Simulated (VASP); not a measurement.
# Be3Fe (Pm-3m) in VASP: a series of runs

The runs below take Be3Fe through single point, with LDA.

Program: VASP 6.6.1. These are calculated values, not measurements. Logs are shortened: lines on timing, memory, paths and dates and some standing lists are left out, and cuts for length are marked.

### 1 The cell of the first run

It takes space group Pm-3m (No. 221, cubic). The conventional cell has a = 3.239 Å, b = 3.239 Å, c = 3.239 Å, α = 90.00°, β = 90.00°, γ = 90.00°. Within 3.0 Å of Be (site symmetry 4/mmm) lie 8 Be at 2.29 Å and 4 Fe at 2.29 Å. Within 3.0 Å of Fe (site symmetry m-3m) lie 12 Be at 2.29 Å.

### 2 Single point, LDA, collinear spin, ferromagnetic start

INCAR reads:

```
SYSTEM = Be3Fe
ALGO     = Normal         ! electronic algorithm
EDIFF    = 1E-6           ! SCF threshold, eV
ENCUT    = 520            ! plane-wave cutoff, eV
ISIF     = 2              ! what is computed and relaxed
ISMEAR   = -1             ! smearing method
ISPIN    = 2              ! spin polarisation
LASPH    = .True.         ! aspherical terms in the spheres
LCHARG   = .False.        ! write CHGCAR
LMAXMIX  = 4              ! l up to which the mixer works
LORBIT   = 11             ! projections on sites
LREAL    = .False.        ! projectors in reciprocal space
LWAVE    = .False.        ! write WAVECAR
MAGMOM   = 0.02 0.02 0.02 2.07 ! initial moments
NBANDS   = 19             ! bands
NELM     = 150            ! most SCF steps
NUPDOWN  = 2.1            ! fixed moment
PREC     = Accurate       ! precision mode
SIGMA    = 0.1            ! smearing width, eV
```

KPOINTS reads:

```
k-points
0
Gamma
  7 7 7
  0 0 0
```

POSCAR reads:

```
Be3Fe
1.0
    3.2390010000      0.0000000000      0.0000000000
    0.0000000000      3.2390010000      0.0000000000
    0.0000000000      0.0000000000      3.2390010000
Be Fe
3 1
Direct
    0.0000000000      0.5000000000      0.5000000000
    0.5000000000      0.0000000000      0.5000000000
    0.5000000000      0.5000000000      0.0000000000
    0.0000000000      0.0000000000      0.0000000000
```

Potentials or basis: VASP PAW LDA potentials, release 64 (Be, Fe).

On the command line:

```sh
> cat potpaw_LDA.64/Be/POTCAR potpaw_LDA.64/Fe/POTCAR > POTCAR
> mpirun -np 1 vasp_std > vasp.out
```

OUTCAR:

```text
SYSTEM = Be3Fe
   EDIFF = 1E-6
   ENCUT = 520
   ISIF = 2
   ISMEAR = -1
   ISPIN = 2
   LASPH = .True.
   LORBIT = 11
   LREAL = .False.
   NELM = 150
   NUPDOWN = 2.1
   PREC = Accurate

 ion  position               nearest neighbor table
   1  0.000  0.500  0.500-   2 2.29   3 2.29   4 2.29   3 2.29   4 2.29   2 2.29   4 2.29   4 2.29
                             2 2.29   3 2.29   3 2.29   2 2.29
   2  0.500  0.000  0.500-   1 2.29   3 2.29   4 2.29   3 2.29   4 2.29   1 2.29   3 2.29   3 2.29
                             1 2.29   4 2.29   4 2.29   1 2.29
   3  0.500  0.500  0.000-   1 2.29   2 2.29   4 2.29   1 2.29   2 2.29   2 2.29   4 2.29   2 2.29
                             1 2.29   4 2.29   1 2.29   4 2.29
   4  0.000  0.000  0.000-   1 2.29   2 2.29   3 2.29   1 2.29   2 2.29   1 2.29   3 2.29   1 2.29
                             2 2.29   3 2.29   2 2.29   3 2.29

  LATTYP: Found a simple cubic cell.
 ALAT       =     3.2390010000

  Lattice vectors:

 A1 = (   3.2390010000,   0.0000000000,   0.0000000000)
 A2 = (   0.0000000000,   3.2390010000,   0.0000000000)
 A3 = (   0.0000000000,   0.0000000000,   3.2390010000)

Analysis of symmetry for initial positions (statically):
=====================================================================
 Subroutine PRICEL returns:
 Original cell was already a primitive cell.

 Routine SETGRP: Setting up the symmetry group for a
 simple cubic supercell.

 Subroutine GETGRP returns: Found 48 space group operations
 (whereof 48 operations were pure point group operations)
 out of a pool of 48 trial point group operations.

The static configuration has the point symmetry O_h .

Analysis of symmetry for dynamics (positions and initial velocities):
=====================================================================
 Subroutine PRICEL returns:
 Original cell was already a primitive cell.

 Routine SETGRP: Setting up the symmetry group for a
 simple cubic supercell.

 Subroutine GETGRP returns: Found 48 space group operations
 (whereof 48 operations were pure point group operations)
 out of a pool of 48 trial point group operations.

The dynamic configuration has the point symmetry O_h .

Analysis of structural, dynamic, and magnetic symmetry:
=====================================================================
 Subroutine PRICEL returns:
 Original cell was already a primitive cell.

 Routine SETGRP: Setting up the symmetry group for a
 simple cubic supercell.

 Subroutine GETGRP returns: Found 48 space group operations
 (whereof 48 operations were pure point group operations)
 out of a pool of 48 trial point group operations.

[... 129 lines left out ...]
   LRPA    =     F    only Hartree local field effects (RPA)
 spin polarized calculation
  energy-cutoff  :      520.00
  volume of cell :       33.98
 maximum number of plane-waves:       934
   NGX = 13   NGY = 13   NGZ = 13

 number of electron      14.0000002 magnetization       2.1000019

 Free energy of the ion-electron system (eV)
  ---------------------------------------------------
  ext. energy  EPLUGINS =         0.00000000
  ---------------------------------------------------
  free energy    TOTEN  =       -22.56823231 eV

  energy without entropy =      -22.53047351  energy(sigma->0) =      -22.54935291

 E-fermi :   5.7501     XC(G=0): -11.6374

 val. band max:        6.5022410662   @ k =   0.4286   0.2857   0.2857
 cond. band min:       5.7557016303   @ k =   0.4286   0.1429   0.0000
 fundamental gap:     -0.7465394359
 Fermi energy:         6.6798603721

 spin component 1

 k-point     1 :       0.0000    0.0000    0.0000
  band No.  band energies     occupation
      1      -3.8867      1.00000
      2       2.8443      1.00000
      3       2.8443      1.00000
      4       4.5346      1.00000
      5       4.5346      1.00000
      6       4.5346      1.00000
[... 416 lines left out ...]
      5       3.3456      1.00000
      6       3.3456      1.00000
[... 11 lines left out ...]
     18      22.3498      0.00000
     19      28.6742      0.00000
 Fermi energy:         5.7501252850

 spin component 2

 k-point     1 :       0.0000    0.0000    0.0000
  band No.  band energies     occupation
      1      -3.6758      1.00000
      2       4.2591      1.00000
      3       4.2591      1.00000
      4       5.7949      0.38996
      5       5.7949      0.38996
      6       5.7949      0.38996
[... 417 lines left out ...]
      6       3.8532      1.00000
[... 11 lines left out ...]
     18      22.4699      0.00000
     19      29.0006      0.00000

------------------------ aborting loop because EDIFF is reached ----------------------------------------

  FORCE on cell =-STRESS in cart. coord.  units (eV):
  Direction    XX          YY          ZZ          XY          YZ          ZX
  --------------------------------------------------------------------------------------
  -------------------------------------------------------------------------------------
  Total       -1.1948606     -1.1948606     -1.1948606     -0.0000000     -0.0000000      0.0000000
  in kB      -56.3371122    -56.3371122    -56.3371122     -0.0000000     -0.0000000      0.0000000
  external PRESSURE =     -56.3371122 kB  Pullay stress =       0.0000000 kB

 VOLUME and BASIS-vectors are now :
 -----------------------------------------------------------------------------
  energy-cutoff  :      520.00
  volume of cell :       33.98
      direct lattice vectors                 reciprocal lattice vectors
     3.239001000  0.000000000  0.000000000     0.308737169  0.000000000  0.000000000
     0.000000000  3.239001000  0.000000000     0.000000000  0.308737169  0.000000000
     0.000000000  0.000000000  3.239001000     0.000000000  0.000000000  0.308737169

 POSITION                                       TOTAL-FORCE (eV/Angst)
 -----------------------------------------------------------------------------------
      0.00000      1.61950      1.61950         0.000000      0.000000      0.000000
      1.61950      0.00000      1.61950         0.000000      0.000000      0.000000
      1.61950      1.61950      0.00000         0.000000      0.000000      0.000000
      0.00000      0.00000      0.00000         0.000000      0.000000      0.000000
 -----------------------------------------------------------------------------------
    total drift:                               -0.000000      0.000000      0.000000

  FREE ENERGIE OF THE ION-ELECTRON SYSTEM (eV)
  ---------------------------------------------------
  free  energy   TOTEN  =       -22.5682323147 eV

  energy  without entropy=      -22.5304735147  energy(sigma->0) =      -22.54935291

 total charge

# of ion       s       p       d       tot
------------------------------------------
    1        0.439   0.734   0.000   1.173
    2        0.439   0.734   0.000   1.173
    3        0.439   0.734   0.000   1.173
    4        0.476   0.606   6.423   7.505
--------------------------------------------------
tot          1.793   2.808   6.423  11.024

 magnetization (x)

# of ion       s       p       d       tot
------------------------------------------
    1       -0.007   0.023   0.000   0.016
    2       -0.007   0.023   0.000   0.016
    3       -0.007   0.023   0.000   0.016
    4        0.039   0.041   1.849   1.928
--------------------------------------------------
tot          0.019   0.110   1.849   1.978
```

It took 26 s on 1 thread of AMD EPYC 7R13 (Zen 3), shared host; peak memory 0.11 GiB.

What came out:

| Quantity | Value |
| --- | --- |
| Free energy | -22.5682 eV |
| Pressure | -5.6 GPa |
| Net moment | 2.10 μB per cell |
| Site moments | Be +0.02; Fe +1.93 μB |
| Valence electrons inside the program's atomic spheres | Be 1.17; Fe 7.50 |

Caveat: the total moment is fixed, so each spin has its own Fermi level.

### 3 Single point, LDA, collinear spin, ferromagnetic start

INCAR reads:

```
SYSTEM = Be3Fe
PREC = Accurate
ENCUT = 520
EDIFF = 1E-6
ISMEAR = -1
SIGMA = 0.1
LREAL = .False.
LASPH = .True.
NELM = 150
ALGO = Normal
ISIF = 2
LWAVE = .False.
LCHARG = .False.
ISPIN = 2
MAGMOM = 0.08 0.08 0.08 2.51
LORBIT = 11
NUPDOWN = 2.8
LMAXMIX = 4
GGA = CA
NBANDS = 19
```

KPOINTS reads:

```
regular mesh
0
Gamma
  7 7 7
  0 0 0
```

POSCAR is that of step 2.

Potentials or basis: VASP PAW LDA potentials, release 64 (Be, Fe).

On the command line:

```sh
> cat potpaw_LDA.64/Be/POTCAR potpaw_LDA.64/Fe/POTCAR > POTCAR
> mpirun -np 1 vasp_std > vasp.out
```

Run time: 22 s. Hardware: 1 thread of AMD EPYC 7R13 (Zen 3), shared host; peak memory 0.11 GiB.

The run converged. Its results:

| Item | Value |
| --- | --- |
| Free energy | -22.0656 eV |
| Pressure | -1.0 GPa |
| Net moment | 2.80 μB per cell |
| Site moments | Be +0.06; Fe +2.38 μB |
| Valence electrons inside the program's atomic spheres | Be 1.18; Fe 7.47 |

Caveat: the total moment is fixed, so each spin has its own Fermi level.

### 4 Single point, LDA, collinear spin, ferromagnetic start

INCAR reads:

```
PREC     = Accurate       # precision mode
ENCUT    = 520            # plane-wave cutoff, eV
EDIFF    = 1E-6           # SCF threshold, eV
ISMEAR   = -1             # smearing method
SIGMA    = 0.1            # smearing width, eV
LREAL    = False          # projectors in reciprocal space
LASPH    = True           # aspherical terms in the spheres
NELM     = 150            # most SCF steps
ALGO     = Normal         # electronic algorithm
ISIF     = 2              # what is computed and relaxed
LWAVE    = False          # write WAVECAR
LCHARG   = True           # write CHGCAR
ISPIN    = 2              # spin polarisation
MAGMOM   = 0.15 0.15 0.15 2.88 # initial moments
LORBIT   = 11             # projections on sites
NUPDOWN  = 3.5            # fixed moment
LMAXMIX  = 4              # l up to which the mixer works
GGA      = CA             # functional
LELF     = True           # ELF
LVHAR    = True         
NBANDS   = 19             # bands
```

KPOINTS reads:

```
Automatic mesh
0
Gamma
  7 7 7
```

POSCAR is that of step 3.

Potentials or basis: VASP PAW LDA potentials, release 64 (Be, Fe).

On the command line:

```sh
> cat potpaw_LDA.64/Be/POTCAR potpaw_LDA.64/Fe/POTCAR > POTCAR
> mpirun -np 1 vasp_std > vasp.out
```

OUTCAR:

```text
PREC = Accurate
   ENCUT = 520
   EDIFF = 1E-6
   ISMEAR = -1
   LREAL = False
   LASPH = True
   NELM = 150
   ISIF = 2
   ISPIN = 2
   LORBIT = 11
   NUPDOWN = 3.5
   GGA = CA

 ion  position               nearest neighbor table
   1  0.000  0.500  0.500-   2 2.29   3 2.29   4 2.29   3 2.29   4 2.29   2 2.29   4 2.29   4 2.29
                             2 2.29   3 2.29   3 2.29   2 2.29
   2  0.500  0.000  0.500-   1 2.29   3 2.29   4 2.29   3 2.29   4 2.29   1 2.29   3 2.29   3 2.29
                             1 2.29   4 2.29   4 2.29   1 2.29
   3  0.500  0.500  0.000-   1 2.29   2 2.29   4 2.29   1 2.29   2 2.29   2 2.29   4 2.29   2 2.29
[... 1107 lines left out ...]
     0.000000000  3.239001000  0.000000000     0.000000000  0.308737169  0.000000000
     0.000000000  0.000000000  3.239001000     0.000000000  0.000000000  0.308737169

 POSITION                                       TOTAL-FORCE (eV/Angst)
 -----------------------------------------------------------------------------------
      0.00000      1.61950      1.61950         0.000000      0.000000      0.000000
      1.61950      0.00000      1.61950         0.000000      0.000000      0.000000
      1.61950      1.61950      0.00000         0.000000      0.000000      0.000000
      0.00000      0.00000      0.00000         0.000000      0.000000      0.000000
 -----------------------------------------------------------------------------------
    total drift:                               -0.000000      0.000000      0.000000

  FREE ENERGIE OF THE ION-ELECTRON SYSTEM (eV)
  ---------------------------------------------------
  free  energy   TOTEN  =       -21.2389091938 eV

  energy  without entropy=      -21.1864191971  energy(sigma->0) =      -21.21266420

 total charge

# of ion       s       p       d       tot
------------------------------------------
    1        0.434   0.754   0.000   1.188
    2        0.434   0.754   0.000   1.188
    3        0.434   0.754   0.000   1.188
    4        0.491   0.678   6.260   7.429
--------------------------------------------------
tot          1.794   2.939   6.260  10.994

 magnetization (x)

# of ion       s       p       d       tot
------------------------------------------
    1       -0.001   0.124   0.000   0.123
    2       -0.001   0.124   0.000   0.123
    3       -0.001   0.124   0.000   0.123
    4        0.052   0.128   2.582   2.762
--------------------------------------------------
tot          0.050   0.500   2.582   3.131
```

It used 27 s of CPU time on 1 thread of AMD EPYC 7R13 Processor (Zen 3) (shared host).

What came out:

```yaml
Free_energy: -21.2389 eV
Pressure: 4.9 GPa
Net_moment: 3.50 μB per cell
Site_moments: Be +0.12; Fe +2.76 μB
Valence_electrons_inside_the_program's_atomic_spheres: Be 1.19; Fe 7.43
```

Caveat: the total moment is fixed, so each spin has its own Fermi level.

### 5 Single point, LDA, collinear spin, ferromagnetic start

INCAR reads:

```
SYSTEM = Be3Fe
  PREC = Accurate
  ENCUT = 520
  EDIFF = 1E-7
  ISMEAR = -1
  SIGMA = 0.1
  LREAL = .FALSE.
  LASPH = .TRUE.
  NELM = 150
  ALGO = Normal
  ISIF = 2
  LWAVE = .FALSE.
  LCHARG = .TRUE.
  ISPIN = 2
  MAGMOM = 0.23 0.23 0.23 3.19
  LORBIT = 11
  NUPDOWN = 4.2
  LMAXMIX = 4
  GGA = CA
  LELF = .TRUE.
  LVHAR = .TRUE.
  NBANDS = 19
```

KPOINTS reads:

```
regular mesh
0
G
  7 7 7
  0 0 0
```

POSCAR is that of step 4.

Potentials or basis: VASP PAW LDA potentials, release 64 (Be, Fe).

On the command line:

```sh
> cat potpaw_LDA.64/Be/POTCAR potpaw_LDA.64/Fe/POTCAR > POTCAR
> mpirun -np 1 vasp_std > vasp.out
```

OUTCAR:

```text
SYSTEM = Be3Fe
   PREC = Accurate
   ENCUT = 520
   EDIFF = 1E-7
   ISMEAR = -1
   LREAL = .FALSE.
   LASPH = .TRUE.
   NELM = 150
   ISIF = 2
   ISPIN = 2
   LORBIT = 11
   NUPDOWN = 4.2
   GGA = CA

 ion  position               nearest neighbor table
   1  0.000  0.500  0.500-   2 2.29   3 2.29   4 2.29   3 2.29   4 2.29   2 2.29   4 2.29   4 2.29
                             2 2.29   3 2.29   3 2.29   2 2.29
   2  0.500  0.000  0.500-   1 2.29   3 2.29   4 2.29   3 2.29   4 2.29   1 2.29   3 2.29   3 2.29
                             1 2.29   4 2.29   4 2.29   1 2.29
   3  0.500  0.500  0.000-   1 2.29   2 2.29   4 2.29   1 2.29   2 2.29   2 2.29   4 2.29   2 2.29
                             1 2.29   4 2.29   1 2.29   4 2.29
   4  0.000  0.000  0.000-   1 2.29   2 2.29   3 2.29   1 2.29   2 2.29   1 2.29   3 2.29   1 2.29
                             2 2.29   3 2.29   2 2.29   3 2.29

  LATTYP: Found a simple cubic cell.
[... 1106 lines left out ...]
 -----------------------------------------------------------------------------------
      0.00000      1.61950      1.61950         0.000000      0.000000      0.000000
      1.61950      0.00000      1.61950         0.000000      0.000000      0.000000
      1.61950      1.61950      0.00000         0.000000      0.000000      0.000000
      0.00000      0.00000      0.00000         0.000000      0.000000      0.000000
 -----------------------------------------------------------------------------------
    total drift:                                0.000000      0.000000      0.000000

  FREE ENERGIE OF THE ION-ELECTRON SYSTEM (eV)
  ---------------------------------------------------
  free  energy   TOTEN  =       -19.8586520268 eV

  energy  without entropy=      -19.7901802758  energy(sigma->0) =      -19.82441615

 total charge

# of ion       s       p       d       tot
------------------------------------------
    1        0.430   0.768   0.000   1.198
    2        0.430   0.768   0.000   1.198
    3        0.430   0.768   0.000   1.198
    4        0.496   0.719   6.169   7.384
--------------------------------------------------
tot          1.787   3.022   6.169  10.978

 magnetization (x)

# of ion       s       p       d       tot
------------------------------------------
    1        0.004   0.193   0.000   0.196
    2        0.004   0.193   0.000   0.196
    3        0.004   0.193   0.000   0.196
    4        0.057   0.183   2.854   3.094
--------------------------------------------------
tot          0.068   0.761   2.854   3.683
```

OSZICAR:

```text
N       E                     dE             d eps       ncg     rms          rms(c)
DAV:   1     0.420870491912E+02    0.42087E+02   -0.57781E+03  1576   0.723E+02
DAV:   2    -0.222617647850E+02   -0.64349E+02   -0.57137E+02  1575   0.161E+02
DAV:   3    -0.250732392057E+02   -0.28115E+01   -0.27292E+01  1919   0.359E+01
DAV:   4    -0.251001774401E+02   -0.26938E-01   -0.26872E-01  1798   0.307E+00
DAV:   5    -0.251003337745E+02   -0.15633E-03   -0.15632E-03  1723   0.268E-01    0.198E+01
DAV:   6    -0.286492620442E+02   -0.35489E+01   -0.68694E+01  1720   0.121E+02    0.421E+01
DAV:   7    -0.197404886047E+02    0.89088E+01   -0.48931E+01  1889   0.800E+01    0.806E+00
DAV:   8    -0.199199504426E+02   -0.17946E+00   -0.61438E-01  1888   0.598E+00    0.225E+00
DAV:   9    -0.198781935072E+02    0.41757E-01   -0.27950E-02  2214   0.356E+00    0.124E+00
DAV:  10    -0.198604337574E+02    0.17760E-01   -0.24247E-02  2278   0.202E+00    0.515E-01
DAV:  11    -0.198590679224E+02    0.13658E-02   -0.16509E-03  1702   0.401E-01    0.444E-01
DAV:  12    -0.198586453355E+02    0.42259E-03   -0.65204E-04  1951   0.430E-01    0.200E-01
DAV:  13    -0.198586526313E+02   -0.72957E-05   -0.11081E-04  1849   0.824E-02    0.951E-02
DAV:  14    -0.198586520296E+02    0.60167E-06   -0.18298E-05  1898   0.936E-02    0.605E-03
DAV:  15    -0.198586520619E+02   -0.32303E-07   -0.20970E-06  1798   0.103E-02    0.256E-03
DAV:  16    -0.198586520268E+02    0.35148E-07   -0.13818E-07   892   0.311E-03
   1 F= -.19858652E+02 E0= -.19824416E+02  d E =-.684718E-01  mag=     4.2000
```

stdout:

```text
POSCAR found type information on POSCAR BeFe
 POSCAR found :  2 types and       4 ions
 scaLAPACK will be used
 LDA part: xc-table for (Slater(with rela. corr.)+CA(PZ))
 , standard interpolation
 POSCAR, INCAR and KPOINTS ok, starting setup
 FFT: planning ... GRIDC
 FFT: planning ... GRID_SOFT
 FFT: planning ... GRID
 WAVECAR not read
 entering main loop
```

Wall time 36 s (1 thread of AMD EPYC 7R13 (Zen 3), shared host); peak memory 0.11 GiB.

What came out:

```yaml
Free_energy: -19.8587 eV
Pressure: 12.4 GPa
Net_moment: 4.20 μB per cell
Site_moments: Be +0.20; Fe +3.09 μB
Valence_electrons_inside_the_program's_atomic_spheres: Be 1.20; Fe 7.38
```

Caveat: the total moment is fixed, so each spin has its own Fermi level.

### 6 Overview

| fixed moment (μB) | pressure (GPa) | moment (μB) |
| --- | --- | --- |
| 2.1 | -5.6 | 2.10 |
| 2.8 | -1.0 | 2.80 |
| 3.5 | 4.9 | 3.50 |
| 4.2 | 12.4 | 4.20 |

Alike in all rows: task single point; level LDA; potentials or basis VASP PAW LDA potentials, release 64 (Be, Fe); spin collinear, ferromagnetic start; cell as given; k mesh 7 × 7 × 7; cutoff (eV) 520; smearing fermi-dirac 0.1 eV.

Caveats: the total moment is fixed, so each spin has its own Fermi level.

Total energies depend on the potentials used, so only differences within one code and one set of settings carry meaning.
